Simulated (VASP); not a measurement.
# Ta (I4/mmm) in VASP: a series of runs, part 2 of 2

VASP 6.6.1. Earlier steps stand in the parts before.

## 4. Single point, PBEsol (uniaxial strain along a: -4.0 %, then relaxed in part)

Input file INCAR:

```
ALGO     = Fast           # electronic algorithm
EDIFF    = 1E-6           # SCF threshold, eV
ENCUT    = 520            # plane-wave cutoff, eV
GGA      = PS             # functional
ISIF     = 2              # what is computed and relaxed
ISMEAR   = 0              # smearing method
LASPH    = True           # aspherical terms in the spheres
LCHARG   = False          # write CHGCAR
LREAL    = False          # projectors in reciprocal space
LWAVE    = False          # write WAVECAR
NBANDS   = 18             # bands
NELM     = 80             # most SCF steps
PREC     = Accurate       # precision mode
SIGMA    = 0.1            # smearing width, eV
```

Input file KPOINTS:

```
k-points
0
Gamma
  16 16 16
```

Input file POSCAR:

```
Ta
1.0
    3.1492628034      0.0000000000      0.0000000000
    0.0000000000      3.3357774311      0.0000000000
    0.0000000000      0.0000000000      3.3357774311
Ta
2
Direct
    0.0000000000      0.0000000000      0.0000000000
    0.5000000000      0.5000000000      0.5000000000
```

Potentials or basis: VASP PAW PBE potentials, release 64 (Ta_pv).

Started as:

```sh
$ cat potpaw_PBE.64/Ta_pv/POTCAR > POTCAR
$ mpirun -np 1 vasp_std > vasp.out
```

OUTCAR:

```text
EDIFF = 1E-6
   ENCUT = 520
   GGA = PS
   ISIF = 2
   ISMEAR = 0
   LASPH = True
   LREAL = False
   NELM = 80
   PREC = Accurate

 ion  position               nearest neighbor table
   1  0.000  0.000  0.000-   2 2.84   2 2.84   2 2.84   2 2.84   2 2.84   2 2.84   2 2.84   2 2.84

   2  0.500  0.500  0.500-   1 2.84   1 2.84   1 2.84   1 2.84   1 2.84   1 2.84   1 2.84   1 2.84

  LATTYP: Found a simple tetragonal cell.
 ALAT       =     3.3357774311
 C/A-ratio  =     0.9440866090

  Lattice vectors:

 A1 = (   0.0000000000,   3.3357774311,   0.0000000000)
 A2 = (   0.0000000000,   0.0000000000,   3.3357774311)
 A3 = (   3.1492628034,   0.0000000000,   0.0000000000)

Analysis of symmetry for initial positions (statically):
=====================================================================
 Subroutine PRICEL returns following result:

  LATTYP: Found a body centered tetragonal cell.
 ALAT       =     3.3357774311
 C/A-ratio  =     0.9440866090

  Lattice vectors:

 A1 = (  -1.5746314017,   1.6678887155,   1.6678887155)
 A2 = (  -1.5746314017,  -1.6678887156,  -1.6678887156)
 A3 = (   1.5746314017,  -1.6678887155,   1.6678887156)

   2 primitive cells build up your supercell.

 Routine SETGRP: Setting up the symmetry group for a
 simple tetragonal supercell.

 Subroutine GETGRP returns: Found 16 space group operations
 (whereof 16 operations were pure point group operations)
 out of a pool of 16 trial point group operations.

The static configuration has the point symmetry D_4h.

Analysis of symmetry for dynamics (positions and initial velocities):
=====================================================================
 Subroutine PRICEL returns following result:

  LATTYP: Found a body centered tetragonal cell.
 ALAT       =     3.3357774311
 C/A-ratio  =     0.9440866090

  Lattice vectors:

 A1 = (  -1.5746314017,   1.6678887155,   1.6678887155)
 A2 = (  -1.5746314017,  -1.6678887156,  -1.6678887156)
 A3 = (   1.5746314017,  -1.6678887155,   1.6678887156)

   2 primitive cells build up your supercell.

 Routine SETGRP: Setting up the symmetry group for a
 simple tetragonal supercell.

 Subroutine GETGRP returns: Found 16 space group operations
 (whereof 16 operations were pure point group operations)
 out of a pool of 16 trial point group operations.

The dynamic configuration has the point symmetry D_4h.

 Subroutine INISYM returns: Found 16 space group operations
 (whereof 16 operations are pure point group operations),
 and found     2 'primitive' translations

----------------------------------------------------------------------------------------

                                     Primitive cell

  volume of cell :      17.5216

  direct lattice vectors                    reciprocal lattice vectors
    -1.574631402  1.667888716  1.667888716    -0.317534630  0.000000000  0.299780192
    -1.574631402 -1.667888716 -1.667888716    -0.317534630 -0.299780192  0.000000000
     1.574631402 -1.667888716  1.667888716     0.000000000 -0.299780192  0.299780192

  length of vectors
     2.836048234  2.836048234  2.836048234     0.436687995  0.436687995  0.423953214
[... 27 lines left out ...]
     0.000000000  0.000000000  0.000000000

 Subroutine IBZKPT returns following result:
 ===========================================

 Found    405 irreducible k-points:

 Following reciprocal coordinates:
            Coordinates               Weight
  0.000000  0.000000  0.000000      1.000000
  0.062500  0.000000  0.000000      2.000000
  0.125000  0.000000  0.000000      2.000000
  0.187500  0.000000  0.000000      2.000000
  0.250000  0.000000  0.000000      2.000000
  0.312500  0.000000  0.000000      2.000000
[... 16 lines left out ...]
  0.250000  0.125000  0.000000      8.000000
  0.312500  0.125000  0.000000      8.000000
 [... further k-points ...]
   k-points           NKPTS =    405   k-points in BZ     NKDIM =    405   number of bands    NBANDS=     18
   number of dos      NEDOS =    301   number of ions     NIONS =      2
   total plane-waves  NPLWV =  18816
   dimension x,y,z NGX =    24 NGY =   28 NGZ =   28
   dimension x,y,z NGXF=    48 NGYF=   56 NGZF=   56
   ions per type =               2
   NGX,Y,Z   is equivalent  to a cutoff of  12.67, 13.95, 13.95 a.u.
   NGXF,Y,Z  is equivalent  to a cutoff of  25.34, 27.91, 27.91 a.u.
 SYSTEM =  unknown system
   PREC   = accura    normal or accurate (medium, high low for compatibility)
   ISTART =      0    job   : 0-new  1-cont  2-samecut
   ICHARG =      2    charge: 1-file 2-atom 10-const
   ISPIN  =      1    spin polarized calculation?
   LNONCOLLINEAR =      F non collinear calculations
   LSORBIT =      F    spin-orbit coupling
   LASPH  =      T    aspherical Exc in radial PAW
   ENCUT  =  520.0 eV  38.22 Ry    6.18 a.u.   5.86  6.20  6.20*2*pi/ulx,y,z
   NELM   =     80;   NELMIN=  2; NELMDL= -5     # of ELM steps
   EDIFF  = 0.1E-05   stopping-criterion for ELM
   LREAL  =      F    real-space projection
   EDIFFG = 0.1E-04   stopping-criterion for IOM
   NSW    =      0    number of steps for IOM
   IBRION =     -1    ionic relax: 0-MD 1-quasi-New 2-CG
   NFREE  =      0    steps in history (QN), initial steepest desc. (CG)
   ISIF   =      2    stress and relaxation
   ISYM   =      2    0-nonsym 1-usesym 2-fastsym
   POTIM  = 0.5000    time-step for ionic-motion
   TEBEG  =    0.0;   TEEND  =   0.0 temperature during run
   PSTRESS=    0.0 pullay stress
   NELECT =      22.0000    total number of electrons
   NUPDOWN=      -1.0000    fix difference up-down
   EMIN   =  10.00;   EMAX   =-10.00  energy-range for DOS
   EFERMI =   0.00;   METHOD = LEGACY
   ISMEAR =     0;   SIGMA  =   0.10  broadening in eV -4-tet -1-fermi 0-gaus
   EFERMI_NEDOS =   21; number of points for ismear=-14 and -15
   IALGO  =     68    algorithm
   IMIX   =      4    mixing-type and parameters
     AMIX     =   0.40;   BMIX     =  1.00
     AMIX_MAG =   1.60;   BMIX_MAG =  1.00
  volume/ion in A,a.u.               =      17.52       118.24
  Fermi-wavevector in a.u.,A,eV,Ry     =   1.401785  2.648989 26.735461  1.965001
  Thomas-Fermi vector in A             =   2.524612
   LORBIT       =      0    0 simple, 1 ext, 2 COOP (PROOUT), +10 PAW based schemes
   GGA     = PS    functional components
   LHFCALC =     F    Hartree Fock is set to
   AEXX    =    0.0000 exact exchange contribution
   IVDW    =     0    specifies the selected vdW correction
   LEPSILON=     F    determine dielectric tensor
   LRPA    =     F    only Hartree local field effects (RPA)
 non-spin polarized calculation
 RMM-DIIS sequential band-by-band and
 Gauss-broadening in eV      SIGMA  =   0.10
  energy-cutoff  :      520.00
  volume of cell :       35.04
 maximum number of plane-waves:       960
 NGX is ok and might be reduce to    24
   NGX = 11   NGY = 13   NGZ = 13

 number of electron      21.9999995 magnetization

 Free energy of the ion-electron system (eV)
  ---------------------------------------------------
  ext. energy  EPLUGINS =         0.00000000
  ---------------------------------------------------
  free energy    TOTEN  =       -25.07739159 eV

  energy without entropy =      -25.06309995  energy(sigma->0) =      -25.07024577

 E-fermi :   5.5500     XC(G=0): -12.8696

 val. band max:        5.5484498282   @ k =   0.2500   0.3125   0.0625
 cond. band min:       5.5508245471   @ k =   0.0000   0.2500   0.1250
 fundamental gap:      0.0023747189
 Fermi energy:         5.5500414613

 k-point     1 :       0.0000    0.0000    0.0000
  band No.  band energies     occupation
      1     -28.3113      2.00000
      2     -28.3113      2.00000
      3     -28.1555      2.00000
      4     -27.3724      2.00000
      5     -27.3724      2.00000
      6     -27.3579      2.00000
[... 481 lines left out ...]
      5     -27.5855      2.00000
      6     -27.4805      2.00000
[... 10 lines left out ...]
     17      11.6478      0.00000
     18      12.5349      0.00000

 [... further k-points ...]

------------------------ aborting loop because EDIFF is reached ----------------------------------------

  FORCE on cell =-STRESS in cart. coord.  units (eV):
  Direction    XX          YY          ZZ          XY          YZ          ZX
  --------------------------------------------------------------------------------------
  -------------------------------------------------------------------------------------
  Total        1.3796449      0.0433501      0.0433501      0.0000000      0.0000000      0.0000000
  in kB       63.0775555      1.9819719      1.9819719      0.0000000      0.0000000      0.0000000
  external PRESSURE =      22.3471664 kB  Pullay stress =       0.0000000 kB

 VOLUME and BASIS-vectors are now :
 -----------------------------------------------------------------------------
  energy-cutoff  :      520.00
  volume of cell :       35.04
      direct lattice vectors                 reciprocal lattice vectors
     3.149262803  0.000000000  0.000000000     0.317534630  0.000000000  0.000000000
     0.000000000  3.335777431  0.000000000     0.000000000  0.299780192  0.000000000
     0.000000000  0.000000000  3.335777431     0.000000000  0.000000000  0.299780192

 POSITION                                       TOTAL-FORCE (eV/Angst)
 -----------------------------------------------------------------------------------
      0.00000      0.00000      0.00000        -0.000000     -0.000000     -0.000000
      1.57463      1.66789      1.66789         0.000000      0.000000      0.000000
 -----------------------------------------------------------------------------------
    total drift:                                0.000000      0.000000     -0.000000

  FREE ENERGIE OF THE ION-ELECTRON SYSTEM (eV)
  ---------------------------------------------------
  free  energy   TOTEN  =       -25.0773915878 eV

  energy  without entropy=      -25.0630999461  energy(sigma->0) =      -25.07024577
```

It took 11 min on 1 thread of AMD EPYC, shared host; peak memory 0.28 GiB.

What came out:

- Free energy: -25.0774 eV
- Pressure: 2.2 GPa
- Band gap on the k mesh: zero (bands 11 and 12 overlap by 3.07 eV)

Stress tensor (GPa, compression positive):
```
6.31 0.00 0.00
0.00 0.20 0.00
0.00 0.00 0.20
```

Caveat: the cell differs from its parent crystal (uniaxial strain along a: -4.0 %, then relaxed in part); the stress differs along the axes, from 0 to 6 GPa; the PAW data sets were made with another functional, which shifts forces and pressure a little; spin-orbit coupling is left out, which moves the levels of the heavy elements.

## 5. Single point, PBEsol (uniaxial strain along a: -2.0 %, then relaxed in part)

Input file INCAR:

```
PREC = Accurate
ENCUT = 520
EDIFF = 1E-6
ISMEAR = 0
SIGMA = 0.1
LREAL = False
LASPH = True
NELM = 100
ALGO = Fast
ISIF = 2
LWAVE = False
LCHARG = True
GGA = PS
LELF = True
LVHAR = True
NBANDS = 18
```

Input file KPOINTS:

```
regular mesh
0
Gamma
  16 16 16
```

Input file POSCAR:

```
Ta
1.0
    3.2148724451      0.0000000000      0.0000000000
    0.0000000000      3.3071317941      0.0000000000
    0.0000000000      0.0000000000      3.3071317941
Ta
2
Direct
    0.0000000000      0.0000000000      0.0000000000
    0.5000000000      0.5000000000      0.5000000000
```

Potentials or basis: VASP PAW PBE potentials, release 64 (Ta_pv).

Started as:

```sh
$ cat potpaw_PBE.64/Ta_pv/POTCAR > POTCAR
$ mpirun -np 1 vasp_std > vasp.out
```

OUTCAR:

```text
PREC = Accurate
   ENCUT = 520
   EDIFF = 1E-6
   ISMEAR = 0
   LREAL = False
   LASPH = True
   NELM = 100
   ISIF = 2
   GGA = PS

 ion  position               nearest neighbor table
   1  0.000  0.000  0.000-   2 2.84   2 2.84   2 2.84   2 2.84   2 2.84   2 2.84   2 2.84   2 2.84

   2  0.500  0.500  0.500-   1 2.84   1 2.84   1 2.84   1 2.84   1 2.84   1 2.84   1 2.84   1 2.84

  LATTYP: Found a simple tetragonal cell.
 ALAT       =     3.3071317941
 C/A-ratio  =     0.9721029113

  Lattice vectors:

 A1 = (   0.0000000000,   3.3071317941,   0.0000000000)
 A2 = (   0.0000000000,   0.0000000000,   3.3071317941)
 A3 = (   3.2148724451,   0.0000000000,   0.0000000000)

Analysis of symmetry for initial positions (statically):
=====================================================================
 Subroutine PRICEL returns following result:

  LATTYP: Found a body centered tetragonal cell.
 ALAT       =     3.3071317941
 C/A-ratio  =     0.9721029113

  Lattice vectors:

[... 181 lines left out ...]
  ---------------------------------------------------
  free energy    TOTEN  =       -25.09949097 eV

  energy without entropy =      -25.08581459  energy(sigma->0) =      -25.09265278

 E-fermi :   5.5113     XC(G=0): -12.8527

 val. band max:        5.5111160571   @ k =   0.0000   0.3125   0.1250
 cond. band min:       5.5113343492   @ k =   0.0000   0.3750   0.3125
 fundamental gap:      0.0002182921
 Fermi energy:         5.5113021226

 k-point     1 :       0.0000    0.0000    0.0000
  band No.  band energies     occupation
      1     -28.3220      2.00000
      2     -28.3220      2.00000
      3     -28.2456      2.00000
      4     -27.4123      2.00000
      5     -27.4123      2.00000
      6     -27.4058      2.00000
[... 481 lines left out ...]
      5     -27.6224      2.00000
      6     -27.5116      2.00000
[... 10 lines left out ...]
     17      11.6452      0.00000
     18      12.1613      0.00000

 [... further k-points ...]

------------------------ aborting loop because EDIFF is reached ----------------------------------------

  FORCE on cell =-STRESS in cart. coord.  units (eV):
  Direction    XX          YY          ZZ          XY          YZ          ZX
  --------------------------------------------------------------------------------------
  -------------------------------------------------------------------------------------
  Total        0.7537907      0.0404389      0.0404389      0.0000000      0.0000000      0.0000000
  in kB       34.3474602      1.8426522      1.8426522      0.0000000      0.0000000      0.0000000
  external PRESSURE =      12.6775882 kB  Pullay stress =       0.0000000 kB

 VOLUME and BASIS-vectors are now :
 -----------------------------------------------------------------------------
  energy-cutoff  :      520.00
  volume of cell :       35.16
      direct lattice vectors                 reciprocal lattice vectors
     3.214872445  0.000000000  0.000000000     0.311054332  0.000000000  0.000000000
     0.000000000  3.307131794  0.000000000     0.000000000  0.302376821  0.000000000
     0.000000000  0.000000000  3.307131794     0.000000000  0.000000000  0.302376821

 POSITION                                       TOTAL-FORCE (eV/Angst)
 -----------------------------------------------------------------------------------
      0.00000      0.00000      0.00000         0.000000      0.000000      0.000000
      1.60744      1.65357      1.65357        -0.000000     -0.000000     -0.000000
 -----------------------------------------------------------------------------------
    total drift:                                0.000000      0.000000     -0.000000

  FREE ENERGIE OF THE ION-ELECTRON SYSTEM (eV)
  ---------------------------------------------------
  free  energy   TOTEN  =       -25.0994909730 eV

  energy  without entropy=      -25.0858145910  energy(sigma->0) =      -25.09265278
```

OSZICAR:

```text
N       E                     dE             d eps       ncg     rms          rms(c)
DAV:   1     0.169983612381E+03    0.16998E+03   -0.12499E+04 14588   0.126E+03
DAV:   2    -0.218342620310E+02   -0.19182E+03   -0.18833E+03 18180   0.359E+02
DAV:   3    -0.260594310172E+02   -0.42252E+01   -0.41715E+01 17214   0.505E+01
DAV:   4    -0.260883617499E+02   -0.28931E-01   -0.28872E-01 16134   0.436E+00
DAV:   5    -0.260885625510E+02   -0.20080E-03   -0.20079E-03 16196   0.351E-01    0.204E+01
RMM:   6    -0.253292821869E+02    0.75928E+00   -0.70324E-01 14883   0.622E+00    0.992E+00
RMM:   7    -0.250993209816E+02    0.22996E+00   -0.84197E-01 15982   0.628E+00    0.467E-01
RMM:   8    -0.250989923438E+02    0.32864E-03   -0.40795E-02 17218   0.154E+00    0.551E-01
RMM:   9    -0.250998080088E+02   -0.81566E-03   -0.86531E-03 17879   0.581E-01    0.262E-01
RMM:  10    -0.250994829179E+02    0.32509E-03   -0.20527E-03 15925   0.348E-01    0.841E-02
RMM:  11    -0.250994852327E+02   -0.23149E-05   -0.17813E-04 18627   0.113E-01    0.130E-02
RMM:  12    -0.250994899716E+02   -0.47388E-05   -0.37636E-05 18604   0.471E-02    0.140E-02
RMM:  13    -0.250994917160E+02   -0.17444E-05   -0.63211E-06 14108   0.172E-02    0.169E-02
RMM:  14    -0.250994909730E+02    0.74307E-06   -0.27237E-06 10911   0.111E-02
   1 F= -.25099491E+02 E0= -.25092653E+02  d E =-.136764E-01
```

stdout:

```text
POSCAR found type information on POSCAR Ta
 POSCAR found :  1 types and       2 ions
 scaLAPACK will be used
 -----------------------------------------------------------------------------
|                                                                             |
|                                                                             |
|     You enforced a specific xc type in the INCAR file but a different       |
|     I HOPE YOU KNOW WHAT YOU ARE DOING!                                     |
|                                                                             |
 -----------------------------------------------------------------------------

 LDA part: xc-table for (Slater+PW92), standard interpolation
 POSCAR, INCAR and KPOINTS ok, starting setup
 FFT: planning ... GRIDC
 FFT: planning ... GRID_SOFT
 FFT: planning ... GRID
 WAVECAR not read
 entering main loop
```

Run time: 10 min. Hardware: 1 thread of AMD EPYC, shared host; peak memory 0.28 GiB.

Results:

```
Free energy            : -25.0995 eV
Pressure               : 1.3 GPa
Band gap on the k mesh : zero (bands 11 and 12 overlap by 2.95 eV)
```

Levels at points of the mesh, in eV from the Fermi level:
```
           k point  band 7  band 8  band 9  band 10  band 11  band 12  band 13  band 14  band 15  band 16
(0.00, 0.00, 0.00)   -8.02   -3.99   -3.91     0.48     0.86     0.86     3.81     4.34     7.01     7.01
(0.50, 0.00, 0.00)   -3.59   -3.59   -0.95    -0.95     1.13     1.13     1.13     1.13     3.15     3.15
(0.00, 0.50, 0.00)   -3.78   -3.78   -1.06    -1.06     1.21     1.21     1.50     1.50     3.34     3.34
(0.50, 0.50, 0.00)   -4.49   -4.49   -1.74    -1.74     1.81     1.81     4.08     4.08     5.20     5.20
(0.00, 0.50, 0.50)   -4.50   -4.50   -1.36    -1.36     1.59     1.59     3.64     3.64     4.87     4.87
(0.50, 0.50, 0.50)   -1.30   -1.30   -1.30    -1.30    -1.12    -1.12     5.08     5.08     5.30     5.30
```

Caveat: the cell differs from its parent crystal (uniaxial strain along a: -2.0 %, then relaxed in part); the PAW data sets were made with another functional, which shifts forces and pressure a little; spin-orbit coupling is left out, which moves the levels of the heavy elements.

## 6. Overview

| cell | further INCAR settings | gap on the mesh (eV) | pressure (GPa) |
| --- | --- | --- | --- |
| a = 3.149, b = 3.313, c = 3.313 Å, 2 atoms | ALGO = Fast; EDIFF = 1e-06; NBANDS = 18 | none | 5.1 |
| a = 3.215, b = 3.297, c = 3.297 Å, 2 atoms | ALGO = Fast; EDIFF = 1e-07; NBANDS = 18 | none | 2.6 |
| a = 3.149, b = 3.336, c = 3.336 Å, 2 atoms | ALGO = Fast; EDIFF = 1e-06; NBANDS = 18 | none | 2.2 |
| a = 3.215, b = 3.307, c = 3.307 Å, 2 atoms | ALGO = Fast; EDIFF = 1e-06; NBANDS = 18 | none | 1.3 |

Alike in all rows: task single point; level PBEsol; potentials or basis VASP PAW PBE potentials, release 64 (Ta_pv); no spin polarisation; k mesh 16 × 16 × 16; cutoff (eV) 520; smearing gaussian 0.1 eV.

Caveats: the PAW data sets were made with another functional, which shifts forces and pressure a little; spin-orbit coupling is left out, which moves the levels of the heavy elements; the stress differs along the axes, from 3 to 9 GPa (at least some runs); the stress differs along the axes, from 0 to 6 GPa (at least some runs).

Total energies depend on the potentials used, so only differences within one code and one set of settings carry meaning.
